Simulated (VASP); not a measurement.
Al5GaAs6:

```
CELL_PARAMETERS angstrom
3.83806 0.00000 0.00000
0.00000 3.83806 0.00000
0.00000 0.00000 16.28353
ATOMIC_POSITIONS crystal
Al 0.00000 0.00000 0.66667
Al 0.50000 0.50000 0.83333
Al 0.00000 0.00000 0.00000
Al 0.50000 0.50000 0.16667
Al 0.00000 0.00000 0.33333
Ga 0.50000 0.50000 0.50000
As 0.50000 0.00000 0.91667
As 0.00000 0.50000 0.08333
As 0.50000 0.00000 0.25000
As 0.00000 0.50000 0.41667
As 0.50000 0.00000 0.58333
As 0.00000 0.50000 0.75000
```

| Item | Value |
| --- | --- |
| Program | VASP 6.6.1 |
| Task | relaxation of cell and atoms |
| Functional | PBE |
| Potentials or basis | VASP PAW PBE potentials, release 64 (Al, Ga_d, As) |
| Cutoff | 600 eV |
| k mesh | 4 × 4 × 1 |
| Occupations | gaussian, width 0.1 eV |
| Spin | no spin polarisation |

At the start: pressure 15.8 GPa; volume 19.99 Å³/atom.

Q: How do energy, volume and symmetry change on relaxing?

A: Over 7 steps the energy falls by 155.3 meV/atom and the volume is 23.66 Å³/atom (+18.4 %); space group P-4m2 (No. 115, to 0.1 Å) before and after.

The path:
```
step  energy change (eV)  largest force (eV/Å)  pressure (GPa)  volume (Å³)
   1              0.0000                0.1246           15.84       239.87
   2             -1.2456                0.0735           -5.60       315.22
   3             -1.8593                0.0716           -0.02       283.41
   4             -1.8588                0.0718            0.19       282.49
   5             -1.8617                0.0386            0.19       282.48
   6             -1.8636                0.0449            0.19       282.45
   7             -1.8639                0.0137           -0.16       283.94
```

Final structure:
```yaml
crystal:
  lattice:
    - [4.08279, 0.00000, 0.00000]
    - [0.00000, 4.08279, 0.00000]
    - [0.00000, 0.00000, 17.03396]
  atoms:
    - { symbol: Al, position: [0.00000, 0.00000, 0.66675] }
    - { symbol: Al, position: [0.50000, 0.50000, 0.83329] }
    - { symbol: Al, position: [0.00000, 0.00000, 0.00000] }
    - { symbol: Al, position: [0.50000, 0.50000, 0.16671] }
    - { symbol: Al, position: [0.00000, 0.00000, 0.33325] }
    - { symbol: Ga, position: [0.50000, 0.50000, 0.50000] }
    - { symbol: As, position: [0.50000, 0.00000, 0.91667] }
    - { symbol: As, position: [0.00000, 0.50000, 0.08333] }
    - { symbol: As, position: [0.50000, 0.00000, 0.25006] }
    - { symbol: As, position: [0.00000, 0.50000, 0.41597] }
    - { symbol: As, position: [0.50000, 0.00000, 0.58403] }
    - { symbol: As, position: [0.00000, 0.50000, 0.74994] }
```

Caveat: the volume moved by over 15 % at a fixed basis, so the end points are rough.
